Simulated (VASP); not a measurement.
Wanted: the native input for a VASP 6.6.1 run.

```yaml
Task: single point
Functional: r2SCAN
Potentials_or_basis: VASP PAW PBE potentials, release 64 (Pd)
Cutoff: 520 eV
k_mesh: 11 × 11 × 11
Occupations: fermi-dirac, width 0.1 eV
Spin: no spin polarisation
Dipole_correction: no
Further_INCAR_settings: ALGO = Normal; EDIFF = 1e-06; NBANDS = 17
```

Crystal: Pd.

```
CELL_PARAMETERS angstrom
0.00000 2.79099 2.79099
2.79099 0.00000 2.79099
2.79099 2.79099 0.00000
ATOMIC_POSITIONS crystal
Pd 0.12500 0.12500 0.12500
Pd 0.87500 0.87500 0.87500
```

This isn't the form of Pd at room conditions, which is fcc.

One way to write it, as run:

POSCAR

```
Pd
1.0
    0.0000000000      2.7909906908      2.7909906908
    2.7909906908      0.0000000000      2.7909906908
    2.7909906908      2.7909906908      0.0000000000
Pd
2
Direct
    0.1250000000      0.1250000000      0.1250000000
    0.8750000000      0.8750000000      0.8750000000
```

INCAR.step1

```
PREC     = Accurate       # precision mode
ENCUT    = 520            # plane-wave cutoff, eV
ISMEAR   = -1             # smearing method
SIGMA    = 0.1            # smearing width, eV
LREAL    = F              # projectors in reciprocal space
LASPH    = T              # aspherical terms in the spheres
NELM     = 80             # most SCF steps
NBANDS   = 17             # bands
GGA      = PE             # functional
ALGO     = Normal         # electronic algorithm
EDIFF    = 1E-4           # SCF threshold, eV
LWAVE    = T              # write WAVECAR
LCHARG   = F              # write CHGCAR
```

INCAR.step2

```
PREC     = Accurate       # precision mode
ENCUT    = 520            # plane-wave cutoff, eV
EDIFF    = 1E-6           # SCF threshold, eV
ISMEAR   = -1             # smearing method
SIGMA    = 0.1            # smearing width, eV
LREAL    = F              # projectors in reciprocal space
LASPH    = T              # aspherical terms in the spheres
NELM     = 80             # most SCF steps
ALGO     = Normal         # electronic algorithm
ISIF     = 2              # what is computed and relaxed
LWAVE    = F              # write WAVECAR
LCHARG   = F              # write CHGCAR
METAGGA  = R2SCAN         # meta-GGA
LMIXTAU  = T            
NBANDS   = 17             # bands
ISTART   = 1
```

KPOINTS

```
Automatic mesh
0
Gamma
  11 11 11
```

Potentials or basis: VASP PAW PBE potentials, release 64 (Pd).

Command:

```console
$ cat potpaw_PBE.64/Pd/POTCAR > POTCAR
$ cp INCAR.step1 INCAR
$ mpirun -np 1 vasp_std > vasp.out
$ cp INCAR.step2 INCAR
$ mpirun -np 1 vasp_std > vasp.out
```

Results of the run:

```
Pressure               : 8.0 GPa
Band gap on the k mesh : zero (bands 10 and 11 overlap by 0.49 eV)
```

Caveat: the cell stands under pressure; the PAW data sets were made with another functional, which shifts forces and pressure a little.

Wall time 4.7 min on 1 thread of Intel Xeon 8259CL, on a shared host, peak memory 0.19 GiB.
